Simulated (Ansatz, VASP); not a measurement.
This is a calculation of SiC for VASP 6.6.1.

File POSCAR:

```
SiC
1.0
    0.0000000000      2.1345181309      2.1345181309
    2.1345181309      0.0000000000      2.1345181309
    2.1345181309      2.1345181309      0.0000000000
Si C
1 1
Direct
    0.0000000000      0.0000000000      0.0000000000
    0.7500000000      0.7500000000      0.7500000000
```

The input INCAR.step1:

```
SYSTEM = SiC
PREC     = Accurate       ! precision mode
ENCUT    = 660            ! plane-wave cutoff, eV
ISMEAR   = -1             ! smearing method
SIGMA    = 0.05           ! smearing width, eV
LREAL    = .False.        ! projectors in reciprocal space
LASPH    = .True.         ! aspherical terms in the spheres
NELM     = 120            ! most SCF steps
NBANDS   = 11             ! bands
GGA      = PE             ! functional
ALGO     = Normal         ! electronic algorithm
EDIFF    = 1E-5           ! SCF threshold, eV
LWAVE    = .True.         ! write WAVECAR
LCHARG   = .False.        ! write CHGCAR
GGA_COMPAT= .False.
```

Contents of INCAR.step2:

```
SYSTEM = SiC
PREC     = Accurate       ! precision mode
ENCUT    = 660            ! plane-wave cutoff, eV
EDIFF    = 1E-6           ! SCF threshold, eV
ISMEAR   = -1             ! smearing method
SIGMA    = 0.05           ! smearing width, eV
LREAL    = .False.        ! projectors in reciprocal space
LASPH    = .True.         ! aspherical terms in the spheres
NELM     = 120            ! most SCF steps
ALGO     = Normal         ! electronic algorithm
ISIF     = 2              ! what is computed and relaxed
LWAVE    = .False.        ! write WAVECAR
LCHARG   = .False.        ! write CHGCAR
METAGGA  = R2SCAN         ! meta-GGA
LMIXTAU  = .True.       
IVDW     = 12             ! dispersion correction
VDW_S6   = 1.0          
VDW_S8   = 0.78981345   
VDW_A1   = 0.49484001   
VDW_A2   = 5.73083694   
NBANDS   = 11             ! bands
ISTART   = 1            
GGA_COMPAT= .False.
```

KPOINTS

```
Automatic mesh
0
Gamma
  10 10 10
  0 0 0
```

Potentials or basis: VASP PAW PBE potentials, release 64 (Si, C).

Command:

```console
$ cat potpaw_PBE.64/Si/POTCAR potpaw_PBE.64/C/POTCAR > POTCAR
$ cp INCAR.step1 INCAR
$ mpirun -np 1 vasp_std > vasp.out
$ cp INCAR.step2 INCAR
$ mpirun -np 1 vasp_std > vasp.out
```

Problem. Translate it to Ansatz 0.2.0. Potentials there: Ansatz PAW.

Solution. As run (the cutoff follows the program's own potentials):

input.yaml

```yaml
crystal:
  lattice:
    - [0.0, 2.1345181309, 2.1345181309]
    - [2.1345181309, 0.0, 2.1345181309]
    - [2.1345181309, 2.1345181309, 0.0]
  atoms:
    - { symbol: Si, position: [0.0, 0.0, 0.0] }
    - { symbol: C, position: [0.75, 0.75, 0.75] }
hamiltonian:
  xc: r2scan
  pseudopotentials: { kind: paw }
  dispersion: d3bj
kpoints:
  mp_grid: { grid: [10, 10, 10] }
scf:
  occupations: { method: fermi_dirac, width: 0.05 }
output:
  forces: true
  stress: true
  eigenvalues: true
```

Potentials or basis: Ansatz PAW.

The run is started by

```console
$ ansatz run input.yaml --threads 2 --pin off --max-ram 5120MiB --backend cpu --events-out ev --progress --plain --runs-dir out
```

Both were run:

|  | VASP | Ansatz | Ansatz less VASP |
| --- | --- | --- | --- |
| gap on the k mesh at the Fermi level (eV) | 1.68 | 1.67 | -0.014 |
| least direct gap on the mesh (eV) | 5.14 | 5.12 | -0.015 |
| pressure (GPa) | 12.5 | 13.0 | +0.47 |

VASP's potentials were made for PBE, not for r2SCAN.
